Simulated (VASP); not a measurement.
Here is a VASP 6.6.1 calculation.

The input INCAR:

```
ALGO = Normal ; EDIFF = 1E-7
ENCUT = 520 ; GGA = PE
ISIF = 2 ; ISMEAR = 0
IVDW = 12 ; LASPH = True
LCHARG = False ; LREAL = False
LWAVE = False ; NBANDS = 14
NELM = 80 ; PREC = Accurate
SIGMA = 0.1
```

File KPOINTS:

```
k-points
0
Gamma
  8 8 6
```

POSCAR

```
F
1.0
    2.8075882328     -1.6574503041      0.1597555918
    2.8075882328      1.6574503041      0.1597555918
   -1.8319628932      0.0000000000      3.4897263324
F
2
Direct
    0.0794484751      0.0794484751      0.1940002595
    0.9205515249      0.9205515249      0.8059997405
```

Potentials or basis: VASP PAW PBE potentials, release 64 (F).

Command:

```console
$ cat potpaw_PBE.64/F/POTCAR > POTCAR
$ mpirun -np 1 vasp_std > vasp.out
```

Question: What does it give for the pressure?

Answer: 0.5 GPa.

Question: Predict the largest force.

Answer: 0.357 eV/Å.

Forces on the atoms (eV/Å):
```
F    0.038  0.000  0.355
F   -0.038  0.000 -0.355
```
